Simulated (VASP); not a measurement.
# LiF (Fm-3m) in VASP: further runs, part 2 of 2

VASP 6.6.1. Earlier steps stand in the parts before.

### Step 3. Single point, PBE (strain -0.040 along x and y, -0.040 along z)

File INCAR:

```
PREC = Accurate
ENCUT = 520
EDIFF = 1E-6
ISMEAR = 0
SIGMA = 0.05
LREAL = False
LASPH = True
NELM = 80
ALGO = Normal
ISIF = 2
LWAVE = False
LCHARG = True
GGA = PE
LELF = True
LVHAR = True
NBANDS = 12
```

File KPOINTS:

```
Automatic mesh
0
Gamma
  10 10 10
```

File POSCAR:

```
LiF
1.0
    0.0000000000      1.9334400000      1.9334400000
    1.9334400000      0.0000000000      1.9334400000
    1.9334400000      1.9334400000      0.0000000000
Li F
1 1
Direct
    0.0000000000      0.0000000000      0.0000000000
    0.5000000000      0.5000000000      0.5000000000
```

Potentials or basis: VASP PAW PBE potentials, release 64 (Li_sv, F).

The run is started by

```sh
$ cat potpaw_PBE.64/Li_sv/POTCAR potpaw_PBE.64/F/POTCAR > POTCAR
$ mpirun -np 1 vasp_std > vasp.out
```

OUTCAR:

```text
PREC = Accurate
   ENCUT = 520
   EDIFF = 1E-6
   ISMEAR = 0
   LREAL = False
   LASPH = True
   NELM = 80
   ISIF = 2
   GGA = PE

 ion  position               nearest neighbor table
   1  0.000  0.000  0.000-   2 1.93   2 1.93   2 1.93   2 1.93   2 1.93   2 1.93
   2  0.500  0.500  0.500-   1 1.93   1 1.93   1 1.93   1 1.93   1 1.93   1 1.93

  LATTYP: Found a face centered cubic cell.
 ALAT       =     3.8668800000

  Lattice vectors:

 A1 = (   0.0000000000,   1.9334400000,   1.9334400000)
 A2 = (   1.9334400000,   0.0000000000,   1.9334400000)
 A3 = (   1.9334400000,   1.9334400000,   0.0000000000)

Analysis of symmetry for initial positions (statically):
=====================================================================
 Subroutine PRICEL returns:
 Original cell was already a primitive cell.

 Routine SETGRP: Setting up the symmetry group for a
 face centered cubic supercell.

 Subroutine GETGRP returns: Found 48 space group operations
 (whereof 48 operations were pure point group operations)
 out of a pool of 48 trial point group operations.

The static configuration has the point symmetry O_h .

Analysis of symmetry for dynamics (positions and initial velocities):
=====================================================================
 Subroutine PRICEL returns:
 Original cell was already a primitive cell.

 Routine SETGRP: Setting up the symmetry group for a
 face centered cubic supercell.

 Subroutine GETGRP returns: Found 48 space group operations
 (whereof 48 operations were pure point group operations)
 out of a pool of 48 trial point group operations.

The dynamic configuration has the point symmetry O_h .

 Subroutine INISYM returns: Found 48 space group operations
 (whereof 48 operations are pure point group operations),
 and found     1 'primitive' translations

----------------------------------------------------------------------------------------

                                     Primitive cell

  volume of cell :      14.4551

  direct lattice vectors                    reciprocal lattice vectors
     0.000000000  1.933440000  1.933440000    -0.258606422  0.258606422  0.258606422
     1.933440000  0.000000000  1.933440000     0.258606422 -0.258606422  0.258606422
     1.933440000  1.933440000  0.000000000     0.258606422  0.258606422 -0.258606422

  length of vectors
     2.734297070  2.734297070  2.734297070     0.447919462  0.447919462  0.447919462

  position of ions in fractional coordinates (direct lattice)
     0.000000000  0.000000000  0.000000000
     0.500000000  0.500000000  0.500000000

  ion indices of the primitive-cell ions
   primitive index   ion index
                 1           1
                 2           2

----------------------------------------------------------------------------------------

 KPOINTS: Automatic mesh

Automatic generation of k-mesh.
 Grid dimensions read from file:
 generate k-points for:   10   10   10

 Generating k-lattice:

  Cartesian coordinates                     Fractional coordinates (reciprocal lattice)
    -0.025860642  0.025860642  0.025860642     0.100000000  0.000000000  0.000000000
     0.025860642 -0.025860642  0.025860642     0.000000000  0.100000000  0.000000000
     0.025860642  0.025860642 -0.025860642     0.000000000  0.000000000  0.100000000

  Length of vectors
     0.044791946  0.044791946  0.044791946

  Shift w.r.t. Gamma in fractional coordinates (k-lattice)
     0.000000000  0.000000000  0.000000000

 Subroutine IBZKPT returns following result:
 ===========================================

 Found     47 irreducible k-points:

 Following reciprocal coordinates:
            Coordinates               Weight
  0.000000  0.000000  0.000000      1.000000
  0.100000  0.000000  0.000000      8.000000
  0.200000  0.000000  0.000000      8.000000
  0.300000  0.000000  0.000000      8.000000
  0.400000  0.000000  0.000000      8.000000
  0.500000  0.000000  0.000000      4.000000
[... 16 lines left out ...]
  0.300000  0.300000  0.000000      6.000000
  0.400000  0.300000  0.000000     24.000000
 [... further k-points ...]
   k-points           NKPTS =     47   k-points in BZ     NKDIM =     47   number of bands    NBANDS=     12
   number of dos      NEDOS =    301   number of ions     NIONS =      2
   total plane-waves  NPLWV =   8000
   dimension x,y,z NGX =    20 NGY =   20 NGZ =   20
   dimension x,y,z NGXF=    40 NGYF=   40 NGZF=   40
   ions per type =               1   1
   NGX,Y,Z   is equivalent  to a cutoff of  12.16, 12.16, 12.16 a.u.
   NGXF,Y,Z  is equivalent  to a cutoff of  24.32, 24.32, 24.32 a.u.
 SYSTEM =  unknown system
   PREC   = accura    normal or accurate (medium, high low for compatibility)
   ISTART =      0    job   : 0-new  1-cont  2-samecut
   ICHARG =      2    charge: 1-file 2-atom 10-const
   ISPIN  =      1    spin polarized calculation?
   LNONCOLLINEAR =      F non collinear calculations
   LSORBIT =      F    spin-orbit coupling
   LASPH  =      T    aspherical Exc in radial PAW
   ENCUT  =  520.0 eV  38.22 Ry    6.18 a.u.   5.08  5.08  5.08*2*pi/ulx,y,z
   NELM   =     80;   NELMIN=  2; NELMDL= -5     # of ELM steps
   EDIFF  = 0.1E-05   stopping-criterion for ELM
   LREAL  =      F    real-space projection
   EDIFFG = 0.1E-04   stopping-criterion for IOM
   NSW    =      0    number of steps for IOM
   IBRION =     -1    ionic relax: 0-MD 1-quasi-New 2-CG
   NFREE  =      0    steps in history (QN), initial steepest desc. (CG)
   ISIF   =      2    stress and relaxation
   ISYM   =      2    0-nonsym 1-usesym 2-fastsym
   POTIM  = 0.5000    time-step for ionic-motion
   TEBEG  =    0.0;   TEEND  =   0.0 temperature during run
   PSTRESS=    0.0 pullay stress
   NELECT =      10.0000    total number of electrons
   NUPDOWN=      -1.0000    fix difference up-down
   EMIN   =  10.00;   EMAX   =-10.00  energy-range for DOS
   EFERMI =   0.00;   METHOD = LEGACY
   ISMEAR =     0;   SIGMA  =   0.05  broadening in eV -4-tet -1-fermi 0-gaus
   EFERMI_NEDOS =   21; number of points for ismear=-14 and -15
   IALGO  =     38    algorithm
   IMIX   =      4    mixing-type and parameters
     AMIX     =   0.40;   BMIX     =  1.00
     AMIX_MAG =   1.60;   BMIX_MAG =  1.00
  volume/ion in A,a.u.               =       7.23        48.77
  Fermi-wavevector in a.u.,A,eV,Ry     =   1.447885  2.736106 28.522867  2.096372
  Thomas-Fermi vector in A             =   2.565789
   LORBIT       =      0    0 simple, 1 ext, 2 COOP (PROOUT), +10 PAW based schemes
   GGA     = PE    functional components
   LHFCALC =     F    Hartree Fock is set to
   AEXX    =    0.0000 exact exchange contribution
   IVDW    =     0    specifies the selected vdW correction
   LEPSILON=     F    determine dielectric tensor
   LRPA    =     F    only Hartree local field effects (RPA)
 non-spin polarized calculation
 Gauss-broadening in eV      SIGMA  =   0.05
  energy-cutoff  :      520.00
  volume of cell :       14.46
 maximum number of plane-waves:       396
   NGX = 11   NGY = 11   NGZ = 11

 number of electron      10.0000000 magnetization

 number of electron       9.9999974 magnetization

 Free energy of the ion-electron system (eV)
  ---------------------------------------------------
  ext. energy  EPLUGINS =         0.00000000
  ---------------------------------------------------
  free energy    TOTEN  =        -9.54816600 eV

  energy without entropy =       -9.54816600  energy(sigma->0) =       -9.54816600

 E-fermi :   0.1167     XC(G=0): -10.5942

 val. band max:       -0.2132488986   @ k =   0.0000   0.0000   0.0000
 cond. band min:      10.0558922341   @ k =   0.0000   0.0000   0.0000
 fundamental gap:     10.2691411328
 Fermi energy:         0.1167062102

 k-point     1 :       0.0000    0.0000    0.0000
  band No.  band energies     occupation
      1     -40.9044      2.00000
      2     -20.5492      2.00000
      3      -0.2133      2.00000
      4      -0.2132      2.00000
      5      -0.2132      2.00000
      6      10.0559      0.00000
      7      25.3354      0.00000
      8      25.3354      0.00000
      9      25.3354      0.00000
     10      25.4135      0.00000
     11      25.4135      0.00000
     12      25.4135      0.00000
[... 331 lines left out ...]
 k-point    24 :       0.4000    0.3000    0.0000
  band No.  band energies     occupation
      1     -40.8038      2.00000
      2     -19.8854      2.00000
      3      -2.9331      2.00000
      4      -1.2585      2.00000
      5      -1.1258      2.00000
      6      14.0703      0.00000
      7      17.3333      0.00000
      8      19.6824      0.00000
      9      21.3476      0.00000
     10      22.4349      0.00000
     11      36.6231      0.00000
     12      36.9381      0.00000

 [... further k-points ...]
[... 5 lines left out ...]
  --------------------------------------------------------------------------------------
  -------------------------------------------------------------------------------------
  Total        1.2251453      1.2251453      1.2251453      0.0000000      0.0000000     -0.0000000
  in kB      135.7925902    135.7925902    135.7925902      0.0000000      0.0000000     -0.0000000
  external PRESSURE =     135.7925902 kB  Pullay stress =       0.0000000 kB

 VOLUME and BASIS-vectors are now :
 -----------------------------------------------------------------------------
  energy-cutoff  :      520.00
  volume of cell :       14.46
      direct lattice vectors                 reciprocal lattice vectors
     0.000000000  1.933440000  1.933440000    -0.258606422  0.258606422  0.258606422
     1.933440000  0.000000000  1.933440000     0.258606422 -0.258606422  0.258606422
     1.933440000  1.933440000  0.000000000     0.258606422  0.258606422 -0.258606422

 POSITION                                       TOTAL-FORCE (eV/Angst)
 -----------------------------------------------------------------------------------
      0.00000      0.00000      0.00000        -0.000000      0.000000      0.000000
      1.93344      1.93344      1.93344         0.000000     -0.000000     -0.000000
 -----------------------------------------------------------------------------------
    total drift:                                0.000000      0.000000      0.000000

  FREE ENERGIE OF THE ION-ELECTRON SYSTEM (eV)
  ---------------------------------------------------
  free  energy   TOTEN  =        -9.5481659967 eV

  energy  without entropy=       -9.5481659967  energy(sigma->0) =       -9.54816600
```

OSZICAR:

```text
N       E                     dE             d eps       ncg     rms          rms(c)
DAV:   1     0.300221404398E+02    0.30022E+02   -0.55772E+03  1168   0.851E+02
DAV:   2    -0.913168037614E+01   -0.39154E+02   -0.38386E+02  1360   0.189E+02
DAV:   3    -0.100575687730E+02   -0.92589E+00   -0.92283E+00  1472   0.252E+01
DAV:   4    -0.100655023453E+02   -0.79336E-02   -0.79331E-02  1264   0.255E+00
DAV:   5    -0.100655690231E+02   -0.66678E-04   -0.66678E-04  1468   0.184E-01    0.457E+00
DAV:   6    -0.953762845185E+01    0.52794E+00   -0.23160E+00  1280   0.985E+00    0.131E+00
DAV:   7    -0.954179590921E+01   -0.41675E-02   -0.24148E-02  1432   0.136E+00    0.842E-01
DAV:   8    -0.954810393490E+01   -0.63080E-02   -0.13233E-02  1376   0.120E+00    0.106E-01
DAV:   9    -0.954810528675E+01   -0.13518E-05   -0.92008E-04  1268   0.278E-01    0.406E-02
DAV:  10    -0.954816508972E+01   -0.59803E-04   -0.10522E-04  1288   0.835E-02    0.153E-02
DAV:  11    -0.954816599674E+01   -0.90703E-06   -0.55448E-06  1412   0.223E-02
   1 F= -.95481660E+01 E0= -.95481660E+01  d E =-.252135E-22
```

stdout:

```text
POSCAR found type information on POSCAR LiF
 POSCAR found :  2 types and       2 ions
 scaLAPACK will be used
 LDA part: xc-table for (Slater+PW92), standard interpolation
 POSCAR, INCAR and KPOINTS ok, starting setup
 FFT: planning ... GRIDC
 FFT: planning ... GRID_SOFT
 FFT: planning ... GRID
 WAVECAR not read
 entering main loop
```

Wall time 6.6 s (1 thread of AMD EPYC 7R13 (Zen 3), shared host); peak memory 0.09 GiB.

What came out:

* Free energy: -9.5482 eV
* Band gap on the k mesh: 10.27 eV, direct

Levels at points of the mesh, in eV from the valence-band top:
| k point | band 1 | band 2 | band 3 | band 4 | band 5 | band 6 | band 7 | band 8 | band 9 | band 10 |
| --- | --- | --- | --- | --- | --- | --- | --- | --- | --- | --- |
| (0.00, 0.00, 0.00) | -40.69 | -20.34 | 0.00 | 0.00 | 0.00 | 10.27 | 25.55 | 25.55 | 25.55 | 25.63 |
| (0.50, 0.00, 0.00) | -40.59 | -19.81 | -2.91 | -0.27 | -0.27 | 11.44 | 18.26 | 19.88 | 19.88 | 32.65 |
| (0.50, 0.50, 0.00) | -40.57 | -19.44 | -3.57 | -1.19 | -1.19 | 16.02 | 17.04 | 19.01 | 21.74 | 21.74 |

Caveat: the cell differs from its parent crystal (strain -0.040 along x and y, -0.040 along z); the cutoff is under 1.25 times the usual one of these potentials, so pressure, stress and relaxed cells hold a basis-set (Pulay) error. A k mesh can miss the band edges.

### Step 4. Single point, PBE (strain +0.040 along x and y, +0.040 along z)

File INCAR:

```
PREC = Accurate ; ENCUT = 520
EDIFF = 1E-6 ; ISMEAR = 0
SIGMA = 0.05 ; LREAL = False
LASPH = True ; NELM = 80
ALGO = Normal ; ISIF = 2
LWAVE = False ; LCHARG = False
GGA = PE ; NBANDS = 12
```

File KPOINTS:

```
regular mesh
0
Gamma
  10 10 10
```

File POSCAR:

```
LiF
1.0
    0.0000000000      2.0945600000      2.0945600000
    2.0945600000      0.0000000000      2.0945600000
    2.0945600000      2.0945600000      0.0000000000
Li F
1 1
Direct
    0.0000000000      0.0000000000      0.0000000000
    0.5000000000      0.5000000000      0.5000000000
```

The run is started by

```sh
$ cat potpaw_PBE.64/Li_sv/POTCAR potpaw_PBE.64/F/POTCAR > POTCAR
$ mpirun -np 1 vasp_std > vasp.out
```

Wall time 9.2 s (1 thread of AMD EPYC 7R13 (Zen 3), shared host); peak memory 0.1 GiB.

It converged, with:

- Free energy: -9.6154 eV
- Band gap on the k mesh: 8.12 eV, direct

Levels at points of the mesh, in eV from the valence-band top:
```tsv
k point	band 2	band 3	band 4	band 5	band 6	band 7	band 8	band 9
(0.00, 0.00, 0.00)	-19.68	0.00	0.00	0.00	8.12	22.44	22.44	22.44
(0.50, 0.00, 0.00)	-19.32	-2.18	-0.19	-0.19	10.17	15.40	17.96	17.96
(0.50, 0.50, 0.00)	-19.13	-2.54	-0.84	-0.84	13.75	15.91	16.08	18.89
```

Caveat: the cell differs from its parent crystal (strain +0.040 along x and y, +0.040 along z); the cutoff is under 1.25 times the usual one of these potentials, so pressure, stress and relaxed cells hold a basis-set (Pulay) error.

### Step 5. Overview

```tsv
cell	gap on the mesh (eV)
a = 2.620 Å, angles 60.0°, 2 atoms	11.70
a = 2.734 Å, angles 60.0°, 2 atoms	10.27
a = 2.962 Å, angles 60.0°, 2 atoms	8.12
```

Alike in all rows: task single point; level PBE; potentials or basis VASP PAW PBE potentials, release 64 (Li_sv, F); no spin polarisation; k mesh 10 × 10 × 10; cutoff (eV) 520; smearing gaussian 0.05 eV.

Caveats: the cutoff is under 1.25 times the usual one of these potentials, so pressure, stress and relaxed cells hold a basis-set (Pulay) error.

Absolute energies hang on the potentials; compare differences alone.
